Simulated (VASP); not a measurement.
# BAs (I-4m2) in VASP: a series of runs

The runs below take BAs through single point, with r2SCAN.

Program: VASP 6.6.1. These are calculated values, not measurements. Logs are shortened: lines on timing, memory, paths and dates and some standing lists are left out, and cuts for length are marked.

### 1 The cell of the first run

Symmetry: I-4m2, No. 119, tetragonal system. Conventional cell: a = 3.095 Å, b = 3.095 Å, c = 5.690 Å, α = 90.00°, β = 90.00°, γ = 90.00°. B (site symmetry -4m2) has 4 As at 2.10 Å within 2.8 Å. Within 2.8 Å of As (site symmetry -4m2) lie 4 B at 2.10 Å.

### 2 Single point, r2SCAN

Contents of POSCAR:

```
BAs
1.0
    0.0000000000      2.1884877912      2.8450341286
    2.1884877912      0.0000000000      2.8450341286
    2.1884877912      2.1884877912      0.0000000000
B As
1 1
Direct
    0.0000000000      0.0000000000      0.0000000000
    0.7500000000      0.7500000000      0.7500000000
```

Contents of INCAR.step1:

```
SYSTEM = BAs
PREC = Accurate
ENCUT = 520
ISMEAR = 0
SIGMA = 0.05
LREAL = .FALSE.
LASPH = .TRUE.
NELM = 100
NBANDS = 11
GGA = PE
ALGO = Normal
EDIFF = 1E-4
LWAVE = .TRUE.
LCHARG = .FALSE.
```

Contents of INCAR.step2:

```
SYSTEM = BAs
PREC = Accurate
ENCUT = 520
EDIFF = 1E-6
ISMEAR = 0
SIGMA = 0.05
LREAL = .FALSE.
LASPH = .TRUE.
NELM = 100
ALGO = Normal
ISIF = 2
LWAVE = .FALSE.
LCHARG = .FALSE.
METAGGA = R2SCAN
LMIXTAU = .TRUE.
NBANDS = 11
ISTART = 1
```

Contents of KPOINTS:

```
regular mesh
0
G
  12 12 12
  0 0 0
```

Potentials or basis: VASP PAW PBE potentials, release 64 (B, As).

Run with:

```sh
cat potpaw_PBE.64/B/POTCAR potpaw_PBE.64/As/POTCAR > POTCAR
cp INCAR.step1 INCAR
mpirun -np 1 vasp_std > vasp.out
cp INCAR.step2 INCAR
mpirun -np 1 vasp_std > vasp.out
```

OUTCAR:

```text
SYSTEM = BAs
   PREC = Accurate
   ENCUT = 520
   EDIFF = 1E-6
   ISMEAR = 0
   LREAL = .FALSE.
   LASPH = .TRUE.
   NELM = 100
   ISIF = 2
   METAGGA = R2SCAN
   ISTART = 1

 ion  position               nearest neighbor table
   1  0.000  0.000  0.000-   2 2.10   2 2.10   2 2.10   2 2.10
   2  0.750  0.750  0.750-   1 2.10   1 2.10   1 2.10   1 2.10

  LATTYP: Found a body centered tetragonal cell.
 ALAT       =     3.0949891154
 C/A-ratio  =     1.8384776311

  Lattice vectors:

 A1 = (  -2.1884877912,   0.0000000000,   2.8450341286)
 A2 = (   2.1884877912,   0.0000000000,   2.8450341286)
 A3 = (   0.0000000000,   2.1884877912,  -2.8450341286)

Analysis of symmetry for initial positions (statically):
=====================================================================
 Subroutine PRICEL returns:
 Original cell was already a primitive cell.

 Routine SETGRP: Setting up the symmetry group for a
 body centered tetragonal supercell.

 Subroutine GETGRP returns: Found  8 space group operations
 (whereof  8 operations were pure point group operations)
 out of a pool of 16 trial point group operations.

The static configuration has the point symmetry D_2d.

Analysis of symmetry for dynamics (positions and initial velocities):
=====================================================================
 Subroutine PRICEL returns:
 Original cell was already a primitive cell.

 Routine SETGRP: Setting up the symmetry group for a
 body centered tetragonal supercell.

 Subroutine GETGRP returns: Found  8 space group operations
 (whereof  8 operations were pure point group operations)
 out of a pool of 16 trial point group operations.

The dynamic configuration has the point symmetry D_2d.

 Subroutine INISYM returns: Found  8 space group operations
 (whereof  8 operations are pure point group operations),
 and found     1 'primitive' translations

----------------------------------------------------------------------------------------

                                     Primitive cell

  volume of cell :      27.2525

  direct lattice vectors                    reciprocal lattice vectors
     0.000000000  2.188487791  2.845034129    -0.228468261  0.228468261  0.175744816
     2.188487791  0.000000000  2.845034129     0.228468261 -0.228468261  0.175744816
     2.188487791  2.188487791  0.000000000     0.228468261  0.228468261 -0.175744816

  length of vectors
     3.589386856  3.589386856  3.094989115     0.367806652  0.367806652  0.367806652

  position of ions in fractional coordinates (direct lattice)
     0.000000000  0.000000000  0.000000000
     0.750000000  0.750000000  0.750000000

  ion indices of the primitive-cell ions
   primitive index   ion index
                 1           1
                 2           2

----------------------------------------------------------------------------------------

 KPOINTS: regular mesh

Automatic generation of k-mesh.
 Grid dimensions read from file:
 generate k-points for:   12   12   12

 Generating k-lattice:

  Cartesian coordinates                     Fractional coordinates (reciprocal lattice)
    -0.019039022  0.019039022  0.014645401     0.083333333  0.000000000  0.000000000
     0.019039022 -0.019039022  0.014645401     0.000000000  0.083333333  0.000000000
     0.019039022  0.019039022 -0.014645401    -0.000000000 -0.000000000  0.083333333

  Length of vectors
     0.030650554  0.030650554  0.030650554

  Shift w.r.t. Gamma in fractional coordinates (k-lattice)
     0.000000000  0.000000000  0.000000000

 Subroutine IBZKPT returns following result:
 ===========================================

 Found    163 irreducible k-points:

 Following reciprocal coordinates:
            Coordinates               Weight
  0.000000  0.000000  0.000000      1.000000
  0.083333  0.000000  0.000000      8.000000
  0.166667  0.000000  0.000000      8.000000
  0.250000  0.000000  0.000000      8.000000
  0.333333  0.000000  0.000000      8.000000
  0.416667 -0.000000  0.000000      8.000000
[... 16 lines left out ...]
  0.500000  0.166667  0.000000      8.000000
 -0.416667  0.166667  0.000000      8.000000
 [... further k-points ...]
   k-points           NKPTS =    163   k-points in BZ     NKDIM =    163   number of bands    NBANDS=     11
   number of dos      NEDOS =    301   number of ions     NIONS =      2
   total plane-waves  NPLWV =  18816
   dimension x,y,z NGX =    28 NGY =   28 NGZ =   24
   dimension x,y,z NGXF=    56 NGYF=   56 NGZF=   48
   ions per type =               1   1
   NGX,Y,Z   is equivalent  to a cutoff of  12.97, 12.97, 12.89 a.u.
   NGXF,Y,Z  is equivalent  to a cutoff of  25.94, 25.94, 25.78 a.u.
 SYSTEM =  BAs
   PREC   = accura    normal or accurate (medium, high low for compatibility)
   ISTART =      1    job   : 0-new  1-cont  2-samecut
   ICHARG =      0    charge: 1-file 2-atom 10-const
   ISPIN  =      1    spin polarized calculation?
   LNONCOLLINEAR =      F non collinear calculations
   LSORBIT =      F    spin-orbit coupling
   LASPH  =      T    aspherical Exc in radial PAW
   ENCUT  =  520.0 eV  38.22 Ry    6.18 a.u.   6.67  6.67  5.75*2*pi/ulx,y,z
   NELM   =    100;   NELMIN=  2; NELMDL=  0     # of ELM steps
   EDIFF  = 0.1E-05   stopping-criterion for ELM
   LREAL  =      F    real-space projection
   EDIFFG = 0.1E-04   stopping-criterion for IOM
   NSW    =      0    number of steps for IOM
   IBRION =     -1    ionic relax: 0-MD 1-quasi-New 2-CG
   NFREE  =      0    steps in history (QN), initial steepest desc. (CG)
   ISIF   =      2    stress and relaxation
   ISYM   =      2    0-nonsym 1-usesym 2-fastsym
   POTIM  = 0.5000    time-step for ionic-motion
   TEBEG  =    0.0;   TEEND  =   0.0 temperature during run
   PSTRESS=    0.0 pullay stress
   NELECT =       8.0000    total number of electrons
   NUPDOWN=      -1.0000    fix difference up-down
   EMIN   =  10.00;   EMAX   =-10.00  energy-range for DOS
   EFERMI =   0.00;   METHOD = LEGACY
   ISMEAR =     0;   SIGMA  =   0.05  broadening in eV -4-tet -1-fermi 0-gaus
   EFERMI_NEDOS =   21; number of points for ismear=-14 and -15
   IALGO  =     38    algorithm
   IMIX   =      4    mixing-type and parameters
     AMIX     =   0.40;   BMIX     =  1.00
     AMIX_MAG =   1.60;   BMIX_MAG =  1.00
  volume/ion in A,a.u.               =      13.63        91.95
  Fermi-wavevector in a.u.,A,eV,Ry     =   1.088018  2.056057 16.106360  1.183784
  Thomas-Fermi vector in A             =   2.224191
   LORBIT       =      0    0 simple, 1 ext, 2 COOP (PROOUT), +10 PAW based schemes
   METAGGA = R2SCAN    functional components
   LHFCALC =     F    Hartree Fock is set to
   AEXX    =    0.0000 exact exchange contribution
   IVDW    =     0    specifies the selected vdW correction
   LEPSILON=     F    determine dielectric tensor
   LRPA    =     F    only Hartree local field effects (RPA)
 non-spin polarized calculation
 Gauss-broadening in eV      SIGMA  =   0.05
  energy-cutoff  :      520.00
  volume of cell :       27.25
 maximum number of plane-waves:       751
   NGX = 13   NGY = 13   NGZ = 11

 number of electron       8.0000000 magnetization

 Free energy of the ion-electron system (eV)
  ---------------------------------------------------
  ext. energy  EPLUGINS =         0.00000000
  ---------------------------------------------------
  free energy    TOTEN  =       -21.18781395 eV

  energy without entropy =      -21.18751689  energy(sigma->0) =      -21.18766542

 E-fermi :   6.8644     XC(G=0): -11.1900

 val. band max:        6.8066813532   @ k =   0.5000   0.0000   0.5000
 cond. band min:       6.8992097701   @ k =   0.5000   0.0000   0.4167
 fundamental gap:      0.0925284169
 Fermi energy:         6.8643688510

 k-point     1 :       0.0000    0.0000    0.0000
  band No.  band energies     occupation
      1     -10.0572      2.00000
      2       3.7608      2.00000
      3       7.2776      0.00000
      4       7.2776      0.00000
      5       9.3804      0.00000
      6       9.3804      0.00000
      7       9.5016      0.00000
      8      11.0496      0.00000
      9      16.1071      0.00000
     10      16.8890      0.00000
     11      17.6354      0.00000

 k-point     2 :       0.0833    0.0000    0.0000
  band No.  band energies     occupation
      1      -9.9329      2.00000
      2       3.4365      2.00000
      3       6.2302      2.00000
      4       7.0966      0.00000
      5       9.0358      0.00000
      6       9.7098      0.00000
      7      10.0903      0.00000
      8      11.6974      0.00000
      9      16.0242      0.00000
     10      17.3309      0.00000
     11      18.5880      0.00000

 k-point     3 :       0.1667    0.0000    0.0000
  band No.  band energies     occupation
      1      -9.5641      2.00000
      2       2.4577      2.00000
      3       4.6592      2.00000
      4       6.7659      1.99466
      5       8.3506      0.00000
      6      10.4467      0.00000
      7      11.0678      0.00000
      8      12.7117      0.00000
      9      16.4103      0.00000
     10      18.3784      0.00000
     11      20.5557      0.00000

 k-point     4 :       0.2500    0.0000    0.0000
  band No.  band energies     occupation
      1      -8.9659      2.00000
      2       0.8638      2.00000
      3       3.5821      2.00000
      4       6.4864      2.00000
      5       7.6532      0.00000
      6      11.2613      0.00000
      7      12.0243      0.00000
      8      13.5822      0.00000
      9      17.2269      0.00000
     10      19.5596      0.00000
     11      19.8035      0.00000
[... 239 lines left out ...]
 k-point    22 :       0.4167    0.1667    0.0000
  band No.  band energies     occupation
      1      -7.9409      2.00000
      2      -1.4085      2.00000
      3       1.6017      2.00000
      4       5.1761      2.00000
      5      10.0251      0.00000
      6      11.6826      0.00000
      7      13.7411      0.00000
      8      15.8087      0.00000
      9      17.1913      0.00000
     10      20.3468      0.00000
     11      21.6571      0.00000

 k-point    23 :       0.5000    0.1667    0.0000
  band No.  band energies     occupation
      1      -7.1284      2.00000
      2      -2.3805      2.00000
      3       0.7653      2.00000
      4       5.3695      2.00000
      5       9.6190      0.00000
      6      11.9571      0.00000
      7      13.6969      0.00000
      8      16.2504      0.00000
      9      18.8751      0.00000
     10      20.8240      0.00000
     11      21.3905      0.00000

 k-point    24 :      -0.4167    0.1667    0.0000
  band No.  band energies     occupation
      1      -6.6652      2.00000
      2      -2.8498      2.00000
      3       0.4650      2.00000
      4       5.7110      2.00000
      5       9.3427      0.00000
      6      12.3637      0.00000
      7      13.2878      0.00000
      8      15.3159      0.00000
      9      19.3528      0.00000
     10      19.9161      0.00000
     11      21.2749      0.00000

 [... further k-points ...]
[... 5 lines left out ...]
  --------------------------------------------------------------------------------------
  -------------------------------------------------------------------------------------
  Total        4.5669621      4.5669621     -8.2028699      0.0000000      0.0000000      0.0000000
  in kB      268.4925608    268.4925608   -482.2482666      0.0000000      0.0000000      0.0000000
  external PRESSURE =      18.2456183 kB  Pullay stress =       0.0000000 kB

 VOLUME and BASIS-vectors are now :
 -----------------------------------------------------------------------------
  energy-cutoff  :      520.00
  volume of cell :       27.25
      direct lattice vectors                 reciprocal lattice vectors
     0.000000000  2.188487791  2.845034129    -0.228468261  0.228468261  0.175744816
     2.188487791  0.000000000  2.845034129     0.228468261 -0.228468261  0.175744816
     2.188487791  2.188487791  0.000000000     0.228468261  0.228468261 -0.175744816

 POSITION                                       TOTAL-FORCE (eV/Angst)
 -----------------------------------------------------------------------------------
      0.00000      0.00000      0.00000        -0.000000     -0.000000     -0.000000
      3.28273      3.28273      4.26755         0.000000      0.000000      0.000000
 -----------------------------------------------------------------------------------
    total drift:                                0.000038      0.000038     -0.000019

  FREE ENERGIE OF THE ION-ELECTRON SYSTEM (eV)
  ---------------------------------------------------
  free  energy   TOTEN  =       -21.1878139488 eV

  energy  without entropy=      -21.1875168917  energy(sigma->0) =      -21.18766542
```

Wall time 2 min (1 thread of Intel Xeon Platinum 8488C (Sapphire Rapids), shared host); peak memory 0.19 GiB.

Results:

```yaml
Free_energy: -21.1878 eV
Pressure: 1.8 GPa
Band_gap_on_the_k_mesh: zero (band 4 reaches 7.28 eV, above the bottom of band 5 at 6.55 eV)
```

Stress tensor (GPa, compression positive):
```
 26.85   0.00   0.00
  0.00  26.85   0.00
  0.00   0.00 -48.22
```

Caveat: the PAW data sets were made with another functional, which shifts forces and pressure a little.

### 3 Single point, r2SCAN

This run uses another cell than the first one, of the same volume but with other edges.

Contents of POSCAR:

```
BAs
1.0
    0.0000000000      2.4558168217      2.2593514759
    2.4558168217      0.0000000000      2.2593514759
    2.4558168217      2.4558168217      0.0000000000
B As
1 1
Direct
    0.0000000000      0.0000000000      0.0000000000
    0.7500000000      0.7500000000      0.7500000000
```

Contents of INCAR.step1:

```
  PREC = Accurate
  ENCUT = 520
  ISMEAR = 0
  SIGMA = 0.05
  LREAL = False
  LASPH = True
  NELM = 100
  NBANDS = 11
  GGA = PE
  ALGO = Normal
  EDIFF = 1E-4
  LWAVE = True
  LCHARG = False
```

Contents of INCAR.step2:

```
  PREC = Accurate
  ENCUT = 520
  EDIFF = 1E-6
  ISMEAR = 0
  SIGMA = 0.05
  LREAL = False
  LASPH = True
  NELM = 100
  ALGO = Normal
  ISIF = 2
  LWAVE = False
  LCHARG = False
  METAGGA = R2SCAN
  LMIXTAU = True
  NBANDS = 11
  ISTART = 1
```

Contents of KPOINTS:

```
Automatic mesh
0
Gamma
  12 12 12
```

Potentials or basis: VASP PAW PBE potentials, release 64 (B, As).

Run with:

```sh
cat potpaw_PBE.64/B/POTCAR potpaw_PBE.64/As/POTCAR > POTCAR
cp INCAR.step1 INCAR
mpirun -np 1 vasp_std > vasp.out
cp INCAR.step2 INCAR
mpirun -np 1 vasp_std > vasp.out
```

OUTCAR:

```text
PREC = Accurate
   ENCUT = 520
   EDIFF = 1E-6
   ISMEAR = 0
   LREAL = False
   LASPH = True
   NELM = 100
   ISIF = 2
   METAGGA = R2SCAN
   ISTART = 1

 ion  position               nearest neighbor table
   1  0.000  0.000  0.000-   2 2.07   2 2.07   2 2.07   2 2.07
   2  0.750  0.750  0.750-   1 2.07   1 2.07   1 2.07   1 2.07

  LATTYP: Found a body centered tetragonal cell.
 ALAT       =     3.4730494560
 C/A-ratio  =     1.3010764773

  Lattice vectors:

 A1 = (   0.0000000000,  -2.4558168217,  -2.2593514759)
 A2 = (   0.0000000000,   2.4558168217,  -2.2593514759)
[... 515 lines left out ...]
      8      15.5554      0.00000
      9      18.1137      0.00000
     10      19.7922      0.00000
     11      21.9198      0.00000

 [... further k-points ...]
[... 5 lines left out ...]
  --------------------------------------------------------------------------------------
  -------------------------------------------------------------------------------------
  Total       -0.7876118     -0.7876118      1.9871440      0.0000000     -0.0000000      0.0000000
  in kB      -46.3038472    -46.3038472    116.8245705      0.0000000     -0.0000000      0.0000000
  external PRESSURE =       8.0722921 kB  Pullay stress =       0.0000000 kB

 VOLUME and BASIS-vectors are now :
 -----------------------------------------------------------------------------
  energy-cutoff  :      520.00
  volume of cell :       27.25
      direct lattice vectors                 reciprocal lattice vectors
     0.000000000  2.455816822  2.259351476    -0.203598247  0.203598247  0.221302442
     2.455816822  0.000000000  2.259351476     0.203598247 -0.203598247  0.221302442
     2.455816822  2.455816822  0.000000000     0.203598247  0.203598247 -0.221302442

 POSITION                                       TOTAL-FORCE (eV/Angst)
 -----------------------------------------------------------------------------------
      0.00000      0.00000      0.00000        -0.000000     -0.000000     -0.000000
      3.68373      3.68373      3.38903         0.000000      0.000000      0.000000
 -----------------------------------------------------------------------------------
    total drift:                               -0.000000     -0.000000      0.000000

  FREE ENERGIE OF THE ION-ELECTRON SYSTEM (eV)
  ---------------------------------------------------
  free  energy   TOTEN  =       -22.1751435363 eV

  energy  without entropy=      -22.1751307552  energy(sigma->0) =      -22.17513715
```

OUTCAR.step1:

```text
PREC = Accurate
   ENCUT = 520
   ISMEAR = 0
   LREAL = False
   LASPH = True
[... 559 lines left out ...]
      0.00000      0.00000      0.00000         0.000000      0.000000     -0.000000
      3.68373      3.68373      3.38903         0.000000      0.000000      0.000000
 -----------------------------------------------------------------------------------
    total drift:                               -0.000000     -0.000000      0.000000

  FREE ENERGIE OF THE ION-ELECTRON SYSTEM (eV)
  ---------------------------------------------------
  free  energy   TOTEN  =       -11.3324108070 eV

  energy  without entropy=      -11.3323667610  energy(sigma->0) =      -11.33238878
```

OSZICAR.step1:

```text
N       E                     dE             d eps       ncg     rms          rms(c)
DAV:   1     0.123951833283E+02    0.12395E+02   -0.38494E+03  3586   0.648E+02
DAV:   2    -0.112492535319E+02   -0.23644E+02   -0.22518E+02  4770   0.105E+02
DAV:   3    -0.119598239408E+02   -0.71057E+00   -0.70879E+00  4477   0.169E+01
DAV:   4    -0.119617495356E+02   -0.19256E-02   -0.19255E-02  3989   0.981E-01
DAV:   5    -0.119617524903E+02   -0.29547E-05   -0.29546E-05  4338   0.410E-02    0.491E+00
DAV:   6    -0.113966248119E+02    0.56513E+00   -0.15798E+00  3799   0.508E+00    0.238E+00
DAV:   7    -0.113388632548E+02    0.57762E-01   -0.18569E-01  4284   0.212E+00    0.987E-01
DAV:   8    -0.113319745354E+02    0.68887E-02   -0.19998E-02  4050   0.798E-01    0.100E-01
DAV:   9    -0.113322607555E+02   -0.28622E-03   -0.76874E-04  4126   0.160E-01    0.583E-02
DAV:  10    -0.113324058083E+02   -0.14505E-03   -0.18436E-04  3852   0.832E-02    0.123E-02
DAV:  11    -0.113324108070E+02   -0.49987E-05   -0.43626E-06  1820   0.145E-02
   1 F= -.11332411E+02 E0= -.11332389E+02  d E =-.440460E-04
```

Run time: 2.7 min. Hardware: 1 thread of Intel Xeon Platinum 8488C (Sapphire Rapids), shared host; peak memory 0.2 GiB.

What came out:

| Quantity | Value |
| --- | --- |
| Free energy | -22.1751 eV |
| Pressure | 0.8 GPa |
| Band gap on the k mesh | 0.11 eV, indirect (least direct gap 2.57 eV) |

Levels at points of the mesh, in eV from the valence-band top:
```csv
k point,band 1,band 2,band 3,band 4,band 5,band 6,band 7,band 8,band 9
"(0.00, 0.00, 0.00)",-16.67,-0.78,-0.78,0.00,2.57,3.17,3.17,4.56,9.90
"(0.50, 0.00, 0.00)",-13.64,-9.75,-2.94,-1.98,2.11,4.19,5.24,9.16,12.80
"(0.50, 0.50, 0.00)",-11.75,-9.10,-5.35,-5.35,0.44,0.47,11.64,11.64,13.84
"(0.50, 0.00, 0.50)",-12.44,-9.81,-4.59,-4.45,1.47,1.57,10.78,11.85,12.81
```

Caveat: the PAW data sets were made with another functional, which shifts forces and pressure a little.

(Continued in part 2 of 2.)
